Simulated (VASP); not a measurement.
# Li6Ru (Fm-3m) in VASP: density of states with PBE

Aim: the density of states of Li6Ru with PBE.

All numbers are computed with VASP 6.6.1; they aren't measurements. Logs are shortened: lines on timing, memory, paths and dates and some standing lists are left out, and cuts for length are marked.

### 1 The cell of the first run

It takes space group Fm-3m (No. 225, cubic). The conventional cell has a = 7.763 Å, b = 7.763 Å, c = 7.763 Å, α = 90.00°, β = 90.00°, γ = 90.00°. Within 3.6 Å of Li (site symmetry mmm) lie 8 Li at 2.74 Å and 2 Ru at 2.74 Å. Ru (site symmetry m-3m) has 12 Li at 2.74 Å within 3.6 Å.

### 2 Density of states, PBE

Contents of POSCAR:

```
Li6Ru
1.0
    0.0000000000      3.8815171022      3.8815171022
    3.8815171022      0.0000000000      3.8815171022
    3.8815171022      3.8815171022      0.0000000000
Li Ru
6 1
Direct
    0.5000000000      0.5000000000      0.0000000000
    0.5000000000      0.0000000000      0.5000000000
    0.0000000000      0.0000000000      0.5000000000
    0.0000000000      0.5000000000      0.0000000000
    0.0000000000      0.5000000000      0.5000000000
    0.5000000000      0.0000000000      0.0000000000
    0.0000000000      0.0000000000      0.0000000000
```

Contents of INCAR.step1:

```
ALGO     = Normal         # electronic algorithm
EDIFF    = 1E-6           # SCF threshold, eV
ENCUT    = 520            # plane-wave cutoff, eV
GGA      = PE             # functional
ISIF     = 2              # what is computed and relaxed
ISMEAR   = 0              # smearing method
LASPH    = T              # aspherical terms in the spheres
LCHARG   = T              # write CHGCAR
LMAXMIX  = 4              # l up to which the mixer works
LREAL    = F              # projectors in reciprocal space
LWAVE    = F              # write WAVECAR
NBANDS   = 25             # bands
NELM     = 100            # most SCF steps
PREC     = Accurate       # precision mode
SIGMA    = 0.1            # smearing width, eV
```

Contents of KPOINTS.step1:

```
k-points
0
Gamma
  8 8 8
```

Contents of INCAR.step2:

```
ALGO     = Normal         # electronic algorithm
EDIFF    = 1E-6           # SCF threshold, eV
ENCUT    = 520            # plane-wave cutoff, eV
GGA      = PE             # functional
ICHARG   = 11             # starting density
ISIF     = 2              # what is computed and relaxed
ISMEAR   = -5             # smearing method
LASPH    = T              # aspherical terms in the spheres
LCHARG   = F              # write CHGCAR
LMAXMIX  = 4              # l up to which the mixer works
LORBIT   = 10             # projections on sites
LREAL    = F              # projectors in reciprocal space
LWAVE    = F              # write WAVECAR
NBANDS   = 25             # bands
NEDOS    = 2001           # points of the DOS
NELM     = 100            # most SCF steps
PREC     = Accurate       # precision mode
SIGMA    = 0.1            # smearing width, eV
```

Contents of KPOINTS.step2:

```
k-points
0
Gamma
  12 12 12
```

Potentials or basis: VASP PAW PBE potentials, release 64 (Li_sv, Ru_pv).

Launch:

```console
$ cat potpaw_PBE.64/Li_sv/POTCAR potpaw_PBE.64/Ru_pv/POTCAR > POTCAR
$ cp INCAR.step1 INCAR
$ cp KPOINTS.step1 KPOINTS
$ mpirun -np 1 vasp_std > vasp.out
$ cp INCAR.step2 INCAR
$ cp KPOINTS.step2 KPOINTS
$ mpirun -np 1 vasp_std > vasp.out
```

OUTCAR:

```text
EDIFF = 1E-6
   ENCUT = 520
   GGA = PE
   ICHARG = 11
   ISIF = 2
   ISMEAR = -5
   LASPH = T
   LORBIT = 10
   LREAL = F
   NELM = 100
   PREC = Accurate

 ion  position               nearest neighbor table
   1  0.500  0.500  0.000-   7 2.74   7 2.74
   2  0.500  0.000  0.500-   7 2.74   7 2.74
   3  0.000  0.000  0.500-   7 2.74   7 2.74
   4  0.000  0.500  0.000-   7 2.74   7 2.74
   5  0.000  0.500  0.500-   7 2.74   7 2.74
   6  0.500  0.000  0.000-   7 2.74   7 2.74
   7  0.000  0.000  0.000-   3 2.74   4 2.74   6 2.74   2 2.74   3 2.74   5 2.74   1 2.74   4 2.74
                             5 2.74   1 2.74   2 2.74   6 2.74

  LATTYP: Found a face centered cubic cell.
 ALAT       =     7.7630342044

  Lattice vectors:

 A1 = (   0.0000000000,   3.8815171022,   3.8815171022)
 A2 = (   3.8815171022,   0.0000000000,   3.8815171022)
 A3 = (   3.8815171022,   3.8815171022,   0.0000000000)

Analysis of symmetry for initial positions (statically):
=====================================================================
 Subroutine PRICEL returns:
 Original cell was already a primitive cell.

 Routine SETGRP: Setting up the symmetry group for a
 face centered cubic supercell.

 Subroutine GETGRP returns: Found 48 space group operations
 (whereof 48 operations were pure point group operations)
 out of a pool of 48 trial point group operations.

The static configuration has the point symmetry O_h .

Analysis of symmetry for dynamics (positions and initial velocities):
=====================================================================
 Subroutine PRICEL returns:
 Original cell was already a primitive cell.

 Routine SETGRP: Setting up the symmetry group for a
 face centered cubic supercell.

 Subroutine GETGRP returns: Found 48 space group operations
 (whereof 48 operations were pure point group operations)
 out of a pool of 48 trial point group operations.

The dynamic configuration has the point symmetry O_h .

 Subroutine INISYM returns: Found 48 space group operations
 (whereof 48 operations are pure point group operations),
 and found     1 'primitive' translations

----------------------------------------------------------------------------------------

                                     Primitive cell

  volume of cell :     116.9592

  direct lattice vectors                    reciprocal lattice vectors
     0.000000000  3.881517102  3.881517102    -0.128815612  0.128815612  0.128815612
     3.881517102  0.000000000  3.881517102     0.128815612 -0.128815612  0.128815612
     3.881517102  3.881517102  0.000000000     0.128815612  0.128815612 -0.128815612

  length of vectors
     5.489294129  5.489294129  5.489294129     0.223115184  0.223115184  0.223115184

  position of ions in fractional coordinates (direct lattice)
     0.500000000  0.500000000  0.000000000
     0.500000000  0.000000000  0.500000000
     0.000000000  0.000000000  0.500000000
     0.000000000  0.500000000  0.000000000
     0.000000000  0.500000000  0.500000000
     0.500000000  0.000000000  0.000000000
     0.000000000  0.000000000  0.000000000

  ion indices of the primitive-cell ions
   primitive index   ion index
                 1           1
                 2           2
                 3           3
                 4           4
                 5           5
                 6           6
                 7           7

----------------------------------------------------------------------------------------

 KPOINTS: k-points

Automatic generation of k-mesh.
 Grid dimensions read from file:
 generate k-points for:   12   12   12

 Generating k-lattice:

  Cartesian coordinates                     Fractional coordinates (reciprocal lattice)
    -0.010734634  0.010734634  0.010734634     0.083333333  0.000000000  0.000000000
     0.010734634 -0.010734634  0.010734634     0.000000000  0.083333333  0.000000000
     0.010734634  0.010734634 -0.010734634     0.000000000  0.000000000  0.083333333

  Length of vectors
     0.018592932  0.018592932  0.018592932

  Shift w.r.t. Gamma in fractional coordinates (k-lattice)
     0.000000000  0.000000000  0.000000000

 TETIRR: Found    247 inequivalent tetrahedra from    10368

 Subroutine IBZKPT returns following result:
 ===========================================

 Found     72 irreducible k-points:

 Following reciprocal coordinates:
            Coordinates               Weight
  0.000000  0.000000  0.000000      1.000000
  0.083333  0.000000  0.000000      8.000000
  0.166667  0.000000  0.000000      8.000000
  0.250000  0.000000  0.000000      8.000000
  0.333333  0.000000  0.000000      8.000000
  0.416667  0.000000  0.000000      8.000000
[... 16 lines left out ...]
  0.500000  0.166667  0.000000     24.000000
 -0.416667  0.166667  0.000000     24.000000
 [... further k-points ...]
   k-points           NKPTS =     72   k-points in BZ     NKDIM =     72   number of bands    NBANDS=     25
   number of dos      NEDOS =   2001   number of ions     NIONS =      7
   total plane-waves  NPLWV =  74088
   dimension x,y,z NGX =    42 NGY =   42 NGZ =   42
   dimension x,y,z NGXF=    84 NGYF=   84 NGZF=   84
   ions per type =               6   1
   NGX,Y,Z   is equivalent  to a cutoff of  12.72, 12.72, 12.72 a.u.
   NGXF,Y,Z  is equivalent  to a cutoff of  25.44, 25.44, 25.44 a.u.
 SYSTEM =  unknown system
   PREC   = accura    normal or accurate (medium, high low for compatibility)
   ISTART =      0    job   : 0-new  1-cont  2-samecut
   ICHARG =     11    charge: 1-file 2-atom 10-const
   ISPIN  =      1    spin polarized calculation?
   LNONCOLLINEAR =      F non collinear calculations
   LSORBIT =      F    spin-orbit coupling
   LASPH  =      T    aspherical Exc in radial PAW
   ENCUT  =  520.0 eV  38.22 Ry    6.18 a.u.  10.21 10.21 10.21*2*pi/ulx,y,z
   NELM   =    100;   NELMIN=  2; NELMDL=  0     # of ELM steps
   EDIFF  = 0.1E-05   stopping-criterion for ELM
   LREAL  =      F    real-space projection
   EDIFFG = 0.1E-04   stopping-criterion for IOM
   NSW    =      0    number of steps for IOM
   IBRION =     -1    ionic relax: 0-MD 1-quasi-New 2-CG
   NFREE  =      0    steps in history (QN), initial steepest desc. (CG)
   ISIF   =      2    stress and relaxation
   ISYM   =      2    0-nonsym 1-usesym 2-fastsym
   POTIM  = 0.5000    time-step for ionic-motion
   TEBEG  =    0.0;   TEEND  =   0.0 temperature during run
   PSTRESS=    0.0 pullay stress
   NELECT =      32.0000    total number of electrons
   NUPDOWN=      -1.0000    fix difference up-down
   EMIN   =  10.00;   EMAX   =-10.00  energy-range for DOS
   EFERMI =   0.00;   METHOD = LEGACY
   ISMEAR =    -5;   SIGMA  =   0.10  broadening in eV -4-tet -1-fermi 0-gaus
   EFERMI_NEDOS =   21; number of points for ismear=-14 and -15
   IALGO  =     38    algorithm
   IMIX   =      4    mixing-type and parameters
     AMIX     =   0.40;   BMIX     =  1.00
     AMIX_MAG =   1.60;   BMIX_MAG =  1.00
  volume/ion in A,a.u.               =      16.71       112.75
  Fermi-wavevector in a.u.,A,eV,Ry     =   1.062788  2.008378 15.368031  1.129518
  Thomas-Fermi vector in A             =   2.198251
   LORBIT       =     10    0 simple, 1 ext, 2 COOP (PROOUT), +10 PAW based schemes
   GGA     = PE    functional components
   LHFCALC =     F    Hartree Fock is set to
   AEXX    =    0.0000 exact exchange contribution
   IVDW    =     0    specifies the selected vdW correction
   LEPSILON=     F    determine dielectric tensor
   LRPA    =     F    only Hartree local field effects (RPA)
 non-spin polarized calculation
 Fermi weights with tetrahedron method with Bloechl corrections
  energy-cutoff  :      520.00
  volume of cell :      116.96
 maximum number of plane-waves:      3178
 NGX is ok and might be reduce to    42

 number of electron      32.0000050 magnetization

 Free energy of the ion-electron system (eV)
  ---------------------------------------------------
  ext. energy  EPLUGINS =         0.00000000
  ---------------------------------------------------
  free energy    TOTEN  =       -18.97988781 eV

  energy without entropy =      -18.97988781  energy(sigma->0) =      -18.97988781

 E-fermi :   1.9518     XC(G=0):  -8.1932

 val. band max:        1.9222718299   @ k =  -0.1667   0.1667   0.0000
 cond. band min:       1.9470249656   @ k =  -0.4167   0.3333   0.0000
 fundamental gap:      0.0247531357
 Fermi energy:         1.9517731991

 k-point     1 :       0.0000    0.0000    0.0000
  band No.  band energies     occupation
      1     -43.9043      2.00000
      2     -43.8627      2.00000
      3     -43.8627      2.00000
      4     -43.8627      2.00000
      5     -43.8434      2.00000
      6     -43.8434      2.00000
[... 17 lines left out ...]
     24       7.9781      0.00000
     25       8.1691      0.00000

 k-point     2 :       0.0833    0.0000    0.0000
  band No.  band energies     occupation
      1     -43.9035      2.00000
      2     -43.8635      2.00000
      3     -43.8625      2.00000
      4     -43.8625      2.00000
      5     -43.8438      2.00000
      6     -43.8438      2.00000
[... 17 lines left out ...]
     24       8.1904      0.00000
     25       8.2224      0.00000

 k-point     3 :       0.1667    0.0000    0.0000
  band No.  band energies     occupation
      1     -43.9014      2.00000
      2     -43.8656      2.00000
      3     -43.8615      2.00000
      4     -43.8615      2.00000
      5     -43.8448      2.00000
      6     -43.8448      2.00000
[... 552 lines left out ...]
 k-point    23 :       0.5000    0.1667    0.0000
  band No.  band energies     occupation
      1     -43.8858      2.00000
      2     -43.8786      2.00000
      3     -43.8584      2.00000
      4     -43.8566      2.00000
      5     -43.8531      2.00000
      6     -43.8482      2.00000
[... 17 lines left out ...]
     24       8.2280      0.00000
     25       8.4840      0.00000

 k-point    24 :      -0.4167    0.1667    0.0000
  band No.  band energies     occupation
      1     -43.8839      2.00000
      2     -43.8807      2.00000
      3     -43.8590      2.00000
      4     -43.8560      2.00000
      5     -43.8505      2.00000
      6     -43.8505      2.00000
[... 17 lines left out ...]
     24       8.0016      0.00000
     25       8.1410      0.00000

 [... further k-points ...]
[... 5 lines left out ...]
  --------------------------------------------------------------------------------------
  -------------------------------------------------------------------------------------
  Total       -0.2769059     -0.2769059     -0.2769059      0.0000000      0.0000000     -0.0000000
  in kB       -3.7932226     -3.7932226     -3.7932226      0.0000000      0.0000000     -0.0000000
  external PRESSURE =      -3.7932226 kB  Pullay stress =       0.0000000 kB

 VOLUME and BASIS-vectors are now :
 -----------------------------------------------------------------------------
  energy-cutoff  :      520.00
  volume of cell :      116.96
      direct lattice vectors                 reciprocal lattice vectors
     0.000000000  3.881517102  3.881517102    -0.128815612  0.128815612  0.128815612
     3.881517102  0.000000000  3.881517102     0.128815612 -0.128815612  0.128815612
     3.881517102  3.881517102  0.000000000     0.128815612  0.128815612 -0.128815612

 POSITION                                       TOTAL-FORCE (eV/Angst)
 -----------------------------------------------------------------------------------
      1.94076      1.94076      3.88152         0.000000      0.000000     -0.000000
      1.94076      3.88152      1.94076         0.000000      0.000000      0.000000
      1.94076      1.94076      0.00000        -0.000000      0.000000      0.000000
      1.94076      0.00000      1.94076         0.000000      0.000000     -0.000000
      3.88152      1.94076      1.94076        -0.000000     -0.000000      0.000000
      0.00000      1.94076      1.94076         0.000000     -0.000000      0.000000
      0.00000      0.00000      0.00000        -0.000000     -0.000000     -0.000000
 -----------------------------------------------------------------------------------
    total drift:                               -0.000000     -0.000000      0.000000

  FREE ENERGIE OF THE ION-ELECTRON SYSTEM (eV)
  ---------------------------------------------------
  free  energy   TOTEN  =       -18.9798878063 eV

  energy  without entropy=      -18.9798878063  energy(sigma->0) =      -18.97988781

 total charge

# of ion       s       p       d       tot
------------------------------------------
    1        2.042   0.058   0.000   2.100
    2        2.042   0.058   0.000   2.100
    3        2.042   0.058   0.000   2.100
    4        2.042   0.058   0.000   2.100
    5        2.042   0.058   0.000   2.100
    6        2.042   0.058   0.000   2.100
    7        0.364   6.023   6.199  12.586
--------------------------------------------------
tot         12.615   6.371   6.199  25.185
```

Run time: 2 min. Hardware: 1 thread of Intel Xeon 6975P-C (Granite Rapids), shared host; peak memory 0.35 GiB.

Results:

| Item | Value |
| --- | --- |
| Valence electrons inside the program's atomic spheres | Li 2.10; Ru 12.59 |

Caveat: the cutoff is under 1.25 times the usual one of these potentials, so pressure, stress and relaxed cells hold a basis-set (Pulay) error; tetrahedron occupations give inexact forces and stress in metals.
